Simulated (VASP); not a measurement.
# ZnS (P6_3mc) in VASP: notebook

The runs below take ZnS through single point, with PBEsol.

Everything below comes from runs of VASP 6.6.1. Logs are shortened: lines on timing, memory, paths and dates and some standing lists are left out, and cuts for length are marked.

## (1) The cell of the first run

The structure is hexagonal, space group P6_3mc (No. 186). The conventional cell has a = 3.880 Å, b = 3.880 Å, c = 6.370 Å, α = 90.00°, β = 90.00°, γ = 120.00°. Zn (site symmetry 3m) has 4 S at 2.23 to 2.44 Å within 2.9 Å. Within 2.9 Å of S (site symmetry 3m) lie 4 Zn at 2.23 to 2.44 Å.

## (2) Single point, PBEsol

INCAR reads:

```
SYSTEM = ZnS
ALGO     = Normal         ! electronic algorithm
EDIFF    = 1E-7           ! SCF threshold, eV
ENCUT    = 520            ! plane-wave cutoff, eV
GGA      = PS             ! functional
ISIF     = 2              ! what is computed and relaxed
ISMEAR   = 0              ! smearing method
LASPH    = .TRUE.         ! aspherical terms in the spheres
LCHARG   = .FALSE.        ! write CHGCAR
LREAL    = .FALSE.        ! projectors in reciprocal space
LWAVE    = .FALSE.        ! write WAVECAR
NBANDS   = 26             ! bands
NELM     = 60             ! most SCF steps
PREC     = Accurate       ! precision mode
SIGMA    = 0.05           ! smearing width, eV
```

KPOINTS reads:

```
k-points
0
G
  9 9 6
  0 0 0
```

POSCAR reads:

```
ZnS
1.0
    3.8796928979      0.0000000000      0.0000000000
   -1.9398464489      3.3599126084      0.0000000000
    0.0000000000      0.0000000000      6.3700242978
Zn S
2 2
Direct
    0.3333333333      0.6666666667      0.0296020378
    0.6666666667      0.3333333333      0.5296020378
    0.3333333333      0.6666666667      0.3795575521
    0.6666666667      0.3333333333      0.8795575521
```

Potentials or basis: VASP PAW PBE potentials, release 64 (Zn, S).

Launch:

```
cat potpaw_PBE.64/Zn/POTCAR potpaw_PBE.64/S/POTCAR > POTCAR
mpirun -np 1 vasp_std > vasp.out
```

OUTCAR:

```text
SYSTEM = ZnS
   EDIFF = 1E-7
   ENCUT = 520
   GGA = PS
   ISIF = 2
   ISMEAR = 0
   LASPH = .TRUE.
   LREAL = .FALSE.
   NELM = 60
   PREC = Accurate

 ion  position               nearest neighbor table
   1  0.333  0.667  0.030-   3 2.23   4 2.44   4 2.44   4 2.44
   2  0.667  0.333  0.530-   4 2.23   3 2.44   3 2.44   3 2.44
   3  0.333  0.667  0.380-   1 2.23   2 2.44   2 2.44   2 2.44
   4  0.667  0.333  0.880-   2 2.23   1 2.44   1 2.44   1 2.44

  LATTYP: Found a hexagonal cell.
 ALAT       =     3.8796928979
 C/A-ratio  =     1.6418887952

  Lattice vectors:

 A1 = (   3.8796928979,   0.0000000000,   0.0000000000)
 A2 = (  -1.9398464489,   3.3599126084,   0.0000000000)
 A3 = (   0.0000000000,   0.0000000000,   6.3700242978)

Analysis of symmetry for initial positions (statically):
=====================================================================
 Subroutine PRICEL returns:
 Original cell was already a primitive cell.

 Routine SETGRP: Setting up the symmetry group for a
 hexagonal supercell.

 Subroutine GETGRP returns: Found 12 space group operations
 (whereof  6 operations were pure point group operations)
 out of a pool of 24 trial point group operations.

The static configuration has the point symmetry C_3v.
 The point group associated with its full space group is C_6v.

Analysis of symmetry for dynamics (positions and initial velocities):
=====================================================================
 Subroutine PRICEL returns:
 Original cell was already a primitive cell.

 Routine SETGRP: Setting up the symmetry group for a
 hexagonal supercell.

 Subroutine GETGRP returns: Found 12 space group operations
 (whereof  6 operations were pure point group operations)
 out of a pool of 24 trial point group operations.

The dynamic configuration has the point symmetry C_3v.
 The point group associated with its full space group is C_6v.

 Subroutine INISYM returns: Found 12 space group operations
 (whereof  6 operations are pure point group operations),
 and found     1 'primitive' translations

----------------------------------------------------------------------------------------

                                     Primitive cell

  volume of cell :      83.0360

  direct lattice vectors                    reciprocal lattice vectors
[... 83 lines left out ...]
   ISTART =      0    job   : 0-new  1-cont  2-samecut
   ICHARG =      2    charge: 1-file 2-atom 10-const
   ISPIN  =      1    spin polarized calculation?
   LNONCOLLINEAR =      F non collinear calculations
   LSORBIT =      F    spin-orbit coupling
   LASPH  =      T    aspherical Exc in radial PAW
   ENCUT  =  520.0 eV  38.22 Ry    6.18 a.u.   7.21  7.21 11.84*2*pi/ulx,y,z
   NELM   =     60;   NELMIN=  2; NELMDL= -5     # of ELM steps
   EDIFF  = 0.1E-06   stopping-criterion for ELM
   LREAL  =      F    real-space projection
   EDIFFG = 0.1E-05   stopping-criterion for IOM
   NSW    =      0    number of steps for IOM
   IBRION =     -1    ionic relax: 0-MD 1-quasi-New 2-CG
   NFREE  =      0    steps in history (QN), initial steepest desc. (CG)
   ISIF   =      2    stress and relaxation
   ISYM   =      2    0-nonsym 1-usesym 2-fastsym
   POTIM  = 0.5000    time-step for ionic-motion
   TEBEG  =    0.0;   TEEND  =   0.0 temperature during run
   PSTRESS=    0.0 pullay stress
   NELECT =      36.0000    total number of electrons
   NUPDOWN=      -1.0000    fix difference up-down
   EMIN   =  10.00;   EMAX   =-10.00  energy-range for DOS
   EFERMI =   0.00;   METHOD = LEGACY
   ISMEAR =     0;   SIGMA  =   0.05  broadening in eV -4-tet -1-fermi 0-gaus
   EFERMI_NEDOS =   21; number of points for ismear=-14 and -15
   IALGO  =     38    algorithm
   IMIX   =      4    mixing-type and parameters
     AMIX     =   0.40;   BMIX     =  1.00
     AMIX_MAG =   1.60;   BMIX_MAG =  1.00
  volume/ion in A,a.u.               =      20.76       140.09
  Fermi-wavevector in a.u.,A,eV,Ry     =   1.239044  2.341454 20.888085  1.535231
  Thomas-Fermi vector in A             =   2.373544
   LORBIT       =      0    0 simple, 1 ext, 2 COOP (PROOUT), +10 PAW based schemes
   GGA     = PS    functional components
   LHFCALC =     F    Hartree Fock is set to
   AEXX    =    0.0000 exact exchange contribution
   IVDW    =     0    specifies the selected vdW correction
   LEPSILON=     F    determine dielectric tensor
   LRPA    =     F    only Hartree local field effects (RPA)
 non-spin polarized calculation
 Gauss-broadening in eV      SIGMA  =   0.05
  energy-cutoff  :      520.00
  volume of cell :       83.04
 maximum number of plane-waves:      2259
 NGX is ok and might be reduce to    30
   NGX = 15   NGY = 15   NGZ = 23

 number of electron      36.0000012 magnetization

 Free energy of the ion-electron system (eV)
  ---------------------------------------------------
  ext. energy  EPLUGINS =         0.00000000
  ---------------------------------------------------
  free energy    TOTEN  =       -14.92845749 eV

  energy without entropy =      -14.92845749  energy(sigma->0) =      -14.92845749

 E-fermi :   1.8722     XC(G=0):  -9.6078

 val. band max:        1.6486579245   @ k =   0.0000   0.0000   0.0000
 cond. band min:       3.3862554445   @ k =   0.0000   0.0000   0.0000
 fundamental gap:      1.7375975200
 Fermi energy:         1.8722132722

 k-point     1 :       0.0000    0.0000    0.0000
  band No.  band energies     occupation
      1     -11.2857      2.00000
      2     -10.3787      2.00000
      3      -4.7792      2.00000
      4      -4.5911      2.00000
      5      -4.5911      2.00000
      6      -4.4699      2.00000
[... 685 lines left out ...]
     25      11.3525      0.00000
     26      11.3531      0.00000

 [... further k-points ...]
[... 5 lines left out ...]
  --------------------------------------------------------------------------------------
  -------------------------------------------------------------------------------------
  Total       -3.1157660     -3.1157660     -0.3191949     -0.0000000      0.0000000      0.0000000
  in kB      -60.1186192    -60.1186192     -6.1588577     -0.0000000      0.0000000      0.0000000
  external PRESSURE =     -42.1320320 kB  Pullay stress =       0.0000000 kB

 VOLUME and BASIS-vectors are now :
 -----------------------------------------------------------------------------
  energy-cutoff  :      520.00
  volume of cell :       83.04
      direct lattice vectors                 reciprocal lattice vectors
     3.879692898  0.000000000  0.000000000     0.257752360  0.148813394  0.000000000
    -1.939846449  3.359912608  0.000000000     0.000000000  0.297626789  0.000000000
     0.000000000  0.000000000  6.370024298     0.000000000  0.000000000  0.156985272

 POSITION                                       TOTAL-FORCE (eV/Angst)
 -----------------------------------------------------------------------------------
     -0.00000      2.23994      0.18857        -0.000000      0.000000     -1.018526
      1.93985      1.11997      3.37358        -0.000000     -0.000000     -1.018526
     -0.00000      2.23994      2.41779         0.000000     -0.000000      1.018526
      1.93985      1.11997      5.60280        -0.000000     -0.000000      1.018526
 -----------------------------------------------------------------------------------
    total drift:                               -0.000000     -0.000000      0.004773

  FREE ENERGIE OF THE ION-ELECTRON SYSTEM (eV)
  ---------------------------------------------------
  free  energy   TOTEN  =       -14.9284574940 eV

  energy  without entropy=      -14.9284574940  energy(sigma->0) =      -14.92845749
```

stdout:

```text
POSCAR found type information on POSCAR ZnS
 POSCAR found :  2 types and       4 ions
 scaLAPACK will be used
 -----------------------------------------------------------------------------
|                                                                             |
|                                                                             |
|     You enforced a specific xc type in the INCAR file but a different       |
|     I HOPE YOU KNOW WHAT YOU ARE DOING!                                     |
|                                                                             |
 -----------------------------------------------------------------------------

 LDA part: xc-table for (Slater+PW92), standard interpolation
 POSCAR, INCAR and KPOINTS ok, starting setup
 FFT: planning ... GRIDC
 FFT: planning ... GRID_SOFT
 FFT: planning ... GRID
 WAVECAR not read
 entering main loop
```

Run time: 85 s. Hardware: 1 thread of Intel Xeon Platinum 8259CL at 2.50GHz (Skylake/Cascade Lake), shared host; peak memory 0.24 GiB.

Results:

| Quantity | Value |
| --- | --- |
| Free energy | -14.9285 eV |
| Pressure | -4.2 GPa |
| Largest force | 1.019 eV/Å |
| Band gap on the k mesh | 1.74 eV, direct |

Forces on the atoms (eV/Å):
```
Zn   0.000  0.000 -1.019
Zn   0.000  0.000 -1.019
S    0.000  0.000  1.019
S    0.000  0.000  1.019
```

Stress tensor (GPa, compression positive):
```
-6.01  0.00  0.00
 0.00 -6.01  0.00
 0.00  0.00 -0.62
```

Caveat: the PAW data sets were made with another functional, which shifts forces and pressure a little.

## (3) Single point, PBEsol

INCAR reads:

```
SYSTEM = ZnS
  PREC = Accurate
  ENCUT = 520
  EDIFF = 1E-6
  ISMEAR = 0
  SIGMA = 0.05
  LREAL = .False.
  LASPH = .True.
  NELM = 80
  ALGO = Normal
  ISIF = 2
  LWAVE = .False.
  LCHARG = .False.
  GGA = PS
  NBANDS = 26
```

KPOINTS reads:

```
Automatic mesh
0
Gamma
  9 9 6
  0 0 0
```

Changes to POSCAR since step 2:

```diff
@@ -8,4 +8,4 @@
 Direct
-    0.3333333333      0.6666666667      0.0296020378
-    0.6666666667      0.3333333333      0.5296020378
+    0.3333333333      0.6666666667     -0.0066373471
+    0.6666666667      0.3333333333      0.4933626529
     0.3333333333      0.6666666667      0.3795575521
```

Potentials or basis: VASP PAW PBE potentials, release 64 (Zn, S).

Launch:

```
cat potpaw_PBE.64/Zn/POTCAR potpaw_PBE.64/S/POTCAR > POTCAR
mpirun -np 1 vasp_std > vasp.out
```

OUTCAR:

```text
SYSTEM = ZnS
   PREC = Accurate
   ENCUT = 520
   EDIFF = 1E-6
   ISMEAR = 0
   LREAL = .False.
   LASPH = .True.
   NELM = 80
   ISIF = 2
   GGA = PS

 ion  position               nearest neighbor table
   1  0.333  0.667  0.993-   4 2.35   4 2.35   4 2.35   3 2.46
   2  0.667  0.333  0.493-   3 2.35   3 2.35   3 2.35   4 2.46
   3  0.333  0.667  0.380-   2 2.35   2 2.35   2 2.35   1 2.46
   4  0.667  0.333  0.880-   1 2.35   1 2.35   1 2.35   2 2.46

  LATTYP: Found a hexagonal cell.
 ALAT       =     3.8796928979
 C/A-ratio  =     1.6418887952

  Lattice vectors:

 A1 = (   3.8796928979,   0.0000000000,   0.0000000000)
 A2 = (  -1.9398464489,   3.3599126084,   0.0000000000)
 A3 = (   0.0000000000,   0.0000000000,   6.3700242978)

Analysis of symmetry for initial positions (statically):
=====================================================================
 Subroutine PRICEL returns:
 Original cell was already a primitive cell.

 Routine SETGRP: Setting up the symmetry group for a
 hexagonal supercell.

[... 167 lines left out ...]
  ext. energy  EPLUGINS =         0.00000000
  ---------------------------------------------------
  free energy    TOTEN  =       -15.04928501 eV

  energy without entropy =      -15.04928501  energy(sigma->0) =      -15.04928501

 E-fermi :   1.8046     XC(G=0):  -9.6021

 val. band max:        1.5585519393   @ k =   0.0000   0.0000   0.0000
 cond. band min:       3.4143489342   @ k =   0.0000   0.0000   0.0000
 fundamental gap:      1.8557969949
 Fermi energy:         1.8046297083

 k-point     1 :       0.0000    0.0000    0.0000
  band No.  band energies     occupation
      1     -11.2718      2.00000
      2     -10.4445      2.00000
      3      -4.6417      2.00000
      4      -4.6417      2.00000
      5      -4.5866      2.00000
      6      -4.5866      2.00000
[... 685 lines left out ...]
     25      11.2626      0.00000
     26      11.2820      0.00000

 [... further k-points ...]
[... 5 lines left out ...]
  --------------------------------------------------------------------------------------
  -------------------------------------------------------------------------------------
  Total       -2.1839867     -2.1839867     -2.9949593     -0.0000000      0.0000000      0.0000000
  in kB      -42.1399628    -42.1399628    -57.7876572     -0.0000000      0.0000000      0.0000000
  external PRESSURE =     -47.3558610 kB  Pullay stress =       0.0000000 kB

 VOLUME and BASIS-vectors are now :
 -----------------------------------------------------------------------------
  energy-cutoff  :      520.00
  volume of cell :       83.04
      direct lattice vectors                 reciprocal lattice vectors
     3.879692898  0.000000000  0.000000000     0.257752360  0.148813394  0.000000000
    -1.939846449  3.359912608  0.000000000     0.000000000  0.297626789  0.000000000
     0.000000000  0.000000000  6.370024298     0.000000000  0.000000000  0.156985272

 POSITION                                       TOTAL-FORCE (eV/Angst)
 -----------------------------------------------------------------------------------
     -0.00000      2.23994      6.32774        -0.000000     -0.000000      0.277817
      1.93985      1.11997      3.14273         0.000000      0.000000      0.277817
     -0.00000      2.23994      2.41779        -0.000000     -0.000000     -0.277817
      1.93985      1.11997      5.60280         0.000000     -0.000000     -0.277817
 -----------------------------------------------------------------------------------
    total drift:                               -0.000000     -0.000000     -0.003278

  FREE ENERGIE OF THE ION-ELECTRON SYSTEM (eV)
  ---------------------------------------------------
  free  energy   TOTEN  =       -15.0492850069 eV

  energy  without entropy=      -15.0492850069  energy(sigma->0) =      -15.04928501
```

OSZICAR:

```text
N       E                     dE             d eps       ncg     rms          rms(c)
DAV:   1     0.239721909720E+03    0.23972E+03   -0.16818E+04  2496   0.162E+03
DAV:   2     0.841970619072E+01   -0.23130E+03   -0.22147E+03  2624   0.343E+02
DAV:   3    -0.152679532958E+02   -0.23688E+02   -0.23459E+02  2960   0.109E+02
DAV:   4    -0.158486054596E+02   -0.58065E+00   -0.57939E+00  2860   0.173E+01
DAV:   5    -0.158576533964E+02   -0.90479E-02   -0.90458E-02  3050   0.213E+00    0.862E+00
DAV:   6    -0.150620343993E+02    0.79562E+00   -0.17730E+00  3620   0.387E+01    0.671E+00
DAV:   7    -0.150568218873E+02    0.52125E-02   -0.10098E+00  2664   0.622E+00    0.308E+00
DAV:   8    -0.150492405496E+02    0.75813E-02   -0.27610E-02  3286   0.176E+00    0.749E-01
DAV:   9    -0.150490311497E+02    0.20940E-03   -0.70450E-03  3388   0.141E+00    0.193E-01
DAV:  10    -0.150491596384E+02   -0.12849E-03   -0.57016E-04  3020   0.275E-01    0.939E-02
DAV:  11    -0.150492859700E+02   -0.12633E-03   -0.20047E-04  2608   0.900E-02    0.446E-02
DAV:  12    -0.150492826651E+02    0.33049E-05   -0.92101E-06  3152   0.669E-02    0.925E-03
DAV:  13    -0.150492852427E+02   -0.25776E-05   -0.60132E-06  2608   0.125E-02    0.359E-03
DAV:  14    -0.150492850069E+02    0.23580E-06   -0.28937E-07  1654   0.792E-03
   1 F= -.15049285E+02 E0= -.15049285E+02  d E =-.178787E-14
```

stdout:

```text
POSCAR found type information on POSCAR ZnS
 POSCAR found :  2 types and       4 ions
 scaLAPACK will be used
 -----------------------------------------------------------------------------
|                                                                             |
|                                                                             |
|     You enforced a specific xc type in the INCAR file but a different       |
|     I HOPE YOU KNOW WHAT YOU ARE DOING!                                     |
|                                                                             |
 -----------------------------------------------------------------------------

 LDA part: xc-table for (Slater+PW92), standard interpolation
 POSCAR, INCAR and KPOINTS ok, starting setup
 FFT: planning ... GRIDC
 FFT: planning ... GRID_SOFT
 FFT: planning ... GRID
 WAVECAR not read
 entering main loop
```

It took 82 s on 1 thread of Intel Xeon Platinum 8259CL at 2.50GHz (Skylake/Cascade Lake), shared host; peak memory 0.24 GiB.

What came out:

```
Free energy            : -15.0493 eV
Pressure               : -4.7 GPa
Largest force          : 0.278 eV/Å
Band gap on the k mesh : 1.86 eV, direct
```

Forces on the atoms (eV/Å):
```
Zn   0.000  0.000  0.278
Zn   0.000  0.000  0.278
S    0.000  0.000 -0.278
S    0.000  0.000 -0.278
```

Stress tensor (GPa, compression positive):
```
-4.21  0.00  0.00
 0.00 -4.21  0.00
 0.00  0.00 -5.78
```

Caveat: the PAW data sets were made with another functional, which shifts forces and pressure a little.
